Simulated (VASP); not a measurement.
# Se (P3_121) in VASP: notebook, part 2 of 2

VASP 6.6.1. The steps go on from the part before.

**4. Single point, PBE+D3(BJ) (volume 25.151 Å^3 an atom, c/a of the conventional cell 1.2108)**

INCAR

```
SYSTEM = Se
PREC = Accurate
ENCUT = 520
EDIFF = 1E-6
ISMEAR = 0
SIGMA = 0.05
LREAL = .False.
LASPH = .True.
NELM = 80
ALGO = Normal
ISIF = 2
LWAVE = .False.
LCHARG = .False.
GGA = PE
IVDW = 12
NBANDS = 16
```

KPOINTS

```
Automatic mesh
0
Gamma
  12 12 8
  0 0 0
```

POSCAR

```
Se
1.0
    4.1593406383      0.0000000000      0.0000000000
   -2.0796703192      3.6020946558      0.0000000000
    0.0000000000      0.0000000000      5.0361296449
Se
3
Direct
    0.2473450684      0.0000000000      0.3333333333
    0.0000000000      0.2473450684      0.6666666667
    0.7526549316      0.7526549316      0.0000000000
```

Started as:

```
> cat potpaw_PBE.64/Se/POTCAR > POTCAR
> mpirun -np 1 vasp_std > vasp.out
```

Run time: 46 s. Hardware: 1 thread of Intel Xeon 6975P-C (Granite Rapids), shared host; peak memory 0.27 GiB.

Results (log left out):

```
Free energy                : -11.4812 eV
Pressure                   : -0.8 GPa
Largest force              : 0.149 eV/Å
Band gap on the k mesh     : 0.71 eV, indirect (least direct gap 0.81 eV)
Dispersion energy per atom : -0.346 eV
```

Forces on the atoms (eV/Å):
```
Se  -0.149  0.000  0.000
Se   0.075 -0.129  0.000
Se   0.075  0.129  0.000
```

Stress tensor (GPa, compression positive):
```
-1.10  0.00  0.00
 0.00 -1.10  0.00
 0.00  0.00 -0.11
```

Levels at points of the mesh, in eV from the valence-band top:
| k point | band 7 | band 8 | band 9 | band 10 | band 11 | band 12 |
| --- | --- | --- | --- | --- | --- | --- |
| (0.00, 0.00, 0.00) | -1.97 | -1.97 | -0.63 | 1.46 | 1.46 | 1.82 |
| (0.50, 0.00, 0.00) | -3.37 | -1.50 | -1.02 | 1.47 | 1.68 | 4.10 |
| (0.00, 0.00, 0.50) | -1.51 | -1.51 | -1.35 | 0.78 | 0.78 | 0.94 |
| (0.50, 0.00, 0.50) | -2.40 | -1.85 | -0.02 | 1.48 | 2.54 | 2.77 |

**5. Single point, PBE+D3(BJ) (volume 25.151 Å^3 an atom, c/a of the conventional cell 1.3122)**

INCAR

```
SYSTEM = Se
ALGO = Normal
EDIFF = 1E-7
ENCUT = 520
GGA = PE
ISIF = 2
ISMEAR = 0
IVDW = 12
LASPH = .TRUE.
LCHARG = .FALSE.
LREAL = .FALSE.
LWAVE = .FALSE.
NBANDS = 16
NELM = 60
PREC = Accurate
SIGMA = 0.05
```

KPOINTS

```
k-points
0
G
  12 12 8
  0 0 0
```

POSCAR

```
Se
1.0
    4.0493186054      0.0000000000      0.0000000000
   -2.0246593027      3.5068127803      0.0000000000
    0.0000000000      0.0000000000      5.3135158740
Se
3
Direct
    0.2473450684      0.0000000000      0.3333333333
    0.0000000000      0.2473450684      0.6666666667
    0.7526549316      0.7526549316      0.0000000000
```

Potentials or basis: VASP PAW PBE potentials, release 64 (Se).

Started as:

```
> cat potpaw_PBE.64/Se/POTCAR > POTCAR
> mpirun -np 1 vasp_std > vasp.out
```

OUTCAR:

```text
SYSTEM = Se
   EDIFF = 1E-7
   ENCUT = 520
   GGA = PE
   ISIF = 2
   ISMEAR = 0
   IVDW = 12
   LASPH = .TRUE.
   LREAL = .FALSE.
   NELM = 60
   PREC = Accurate
 IVDW          = 12

 ion  position               nearest neighbor table
   1  0.247  0.000  0.333-   3 2.48   2 2.48
   2  0.000  0.247  0.667-   3 2.48   1 2.48
   3  0.753  0.753  0.000-   1 2.48   2 2.48

  LATTYP: Found a hexagonal cell.
 ALAT       =     4.0493186054
 C/A-ratio  =     1.3122000000

  Lattice vectors:

 A1 = (   4.0493186054,   0.0000000000,   0.0000000000)
 A2 = (  -2.0246593027,   3.5068127803,   0.0000000000)
 A3 = (   0.0000000000,   0.0000000000,   5.3135158740)

Analysis of symmetry for initial positions (statically):
=====================================================================
 Subroutine PRICEL returns:
 Original cell was already a primitive cell.

 Routine SETGRP: Setting up the symmetry group for a
 hexagonal supercell.

 Subroutine GETGRP returns: Found  6 space group operations
 (whereof  2 operations were pure point group operations)
 out of a pool of 24 trial point group operations.

The static configuration has the point symmetry C_2 .
[... 168 lines left out ...]
 cond. band min:       3.5888274112   @ k =   0.3333   0.3333   0.5000
 fundamental gap:      0.2416943678
 Fermi energy:         3.4713163421

 k-point     1 :       0.0000    0.0000    0.0000
  band No.  band energies     occupation
      1     -12.2818      2.00000
      2      -8.5199      2.00000
      3      -8.5199      2.00000
      4       0.0702      2.00000
      5       0.1044      2.00000
      6       0.1044      2.00000
[... 433 lines left out ...]
      3      -7.7984      2.00000
      4      -0.9595      2.00000
      5      -0.7922      2.00000
      6       0.2141      2.00000
[... 8 lines left out ...]
     15      11.1788      0.00000
     16      12.0066      0.00000

 [... further k-points ...]

------------------------ aborting loop because EDIFF is reached ----------------------------------------

 Edisp (eV)   -1.03963

 E8    (eV) :    -0.4295

  FORCE on cell =-STRESS in cart. coord.  units (eV):
  Direction    XX          YY          ZZ          XY          YZ          ZX
  --------------------------------------------------------------------------------------
  -------------------------------------------------------------------------------------
  Total      -0.69095    -0.69095    -1.92083     0.00000    -0.00000    -0.00000
  in kB     -14.67171   -14.67171   -40.78708     0.00000    -0.00000    -0.00000
  external pressure =      -23.38 kB  Pullay stress =        0.00 kB

 VOLUME and BASIS-vectors are now :
 -----------------------------------------------------------------------------
  energy-cutoff  :      520.00
  volume of cell :       75.45
      direct lattice vectors                 reciprocal lattice vectors
     4.049318605  0.000000000  0.000000000     0.246955129  0.142579610  0.000000000
    -2.024659303  3.506812780  0.000000000     0.000000000  0.285159221  0.000000000
     0.000000000  0.000000000  5.313515874     0.000000000  0.000000000  0.188199306

 POSITION                                       TOTAL-FORCE (eV/Angst)
 -----------------------------------------------------------------------------------
      1.00158      0.00000      1.77117        -0.184743      0.000000     -0.000000
     -0.50079      0.86739      3.54234         0.092372     -0.159992      0.000000
      1.52387      2.63942      0.00000         0.092372      0.159992     -0.000000
 -----------------------------------------------------------------------------------
    total drift:                                0.000001      0.000001     -0.000000

  FREE ENERGIE OF THE ION-ELECTRON SYSTEM (eV)
  ---------------------------------------------------
  free  energy   TOTEN  =       -11.4623526604 eV

  energy  without entropy=      -11.4623522597  energy(sigma->0) =      -11.46235246
```

OSZICAR:

```text
N       E                     dE             d eps       ncg     rms          rms(c)
DAV:   1     0.796968758419E+02    0.79697E+02   -0.72600E+03  4192   0.940E+02
DAV:   2    -0.558591698058E+01   -0.85283E+02   -0.80837E+02  5488   0.156E+02
DAV:   3    -0.104471908063E+02   -0.48613E+01   -0.48423E+01  5232   0.417E+01
DAV:   4    -0.104781929185E+02   -0.31002E-01   -0.30997E-01  5496   0.397E+00
DAV:   5    -0.104783878786E+02   -0.19496E-03   -0.19496E-03  5488   0.311E-01    0.642E+00
DAV:   6    -0.104355125626E+02    0.42875E-01   -0.30089E-02  5120   0.112E+00    0.396E+00
DAV:   7    -0.104233827513E+02    0.12130E-01   -0.59565E-02  5240   0.156E+00    0.182E-01
DAV:   8    -0.104226152017E+02    0.76755E-03   -0.94118E-03  4600   0.586E-01    0.991E-02
DAV:   9    -0.104226970780E+02   -0.81876E-04   -0.24374E-04  6096   0.106E-01    0.338E-02
DAV:  10    -0.104227178372E+02   -0.20759E-04   -0.40008E-05  5152   0.435E-02    0.736E-03
DAV:  11    -0.104227193880E+02   -0.15508E-05   -0.78103E-06  6056   0.169E-02    0.368E-03
DAV:  12    -0.104227192175E+02    0.17047E-06   -0.18047E-06  5144   0.835E-03    0.210E-03
DAV:  13    -0.104227191296E+02    0.87890E-07   -0.18093E-07  4944   0.250E-03
   1 F= -.11462353E+02 E0= -.11462352E+02  d E =-.400682E-06
```

stdout:

```text
POSCAR found type information on POSCAR Se
 POSCAR found :  1 types and       3 ions
 scaLAPACK will be used
 LDA part: xc-table for (Slater+PW92), standard interpolation
 POSCAR, INCAR and KPOINTS ok, starting setup
 FFT: planning ... GRIDC
 FFT: planning ... GRID_SOFT
 FFT: planning ... GRID
 WAVECAR not read
 entering main loop
```

It took 60 s on 1 thread of Intel Xeon 6975P-C (Granite Rapids), shared host; peak memory 0.27 GiB.

Results:

```yaml
Free_energy: -11.4624 eV
Pressure: -2.3 GPa
Largest_force: 0.185 eV/Å
Band_gap_on_the_k_mesh: 0.24 eV, direct
Dispersion_energy_per_atom: -0.347 eV
```

Forces in eV/Å, atoms in the order of the input:
```
Se  -0.185  0.000  0.000
Se   0.092 -0.160  0.000
Se   0.092  0.160  0.000
```

 A k mesh can miss the band edges.

**6. The runs side by side**

| cell | gap on the mesh (eV) | pressure (GPa) | largest force (eV/Å) |
| --- | --- | --- | --- |
| a = 4.235, b = 4.235, c = 4.732 Å, angles 90.0, 90.0, 120.0°, 3 atoms | 0.34 | 2.4 | 0.14 |
| a = 4.179, b = 4.179, c = 4.860 Å, angles 90.0, 90.0, 120.0°, 3 atoms | 0.55 | 1.7 | 0.09 |
| a = 4.159, b = 4.159, c = 5.036 Å, angles 90.0, 90.0, 120.0°, 3 atoms | 0.71 | -0.8 | 0.15 |
| a = 4.049, b = 4.049, c = 5.314 Å, angles 90.0, 90.0, 120.0°, 3 atoms | 0.24 | -2.3 | 0.18 |

Alike in all rows: task single point; level PBE+D3(BJ); potentials or basis VASP PAW PBE potentials, release 64 (Se); no spin polarisation; k mesh 12 × 12 × 8; cutoff (eV) 520; smearing gaussian 0.05 eV.

Total energies depend on the potentials used, so only differences within one code and one set of settings carry meaning.
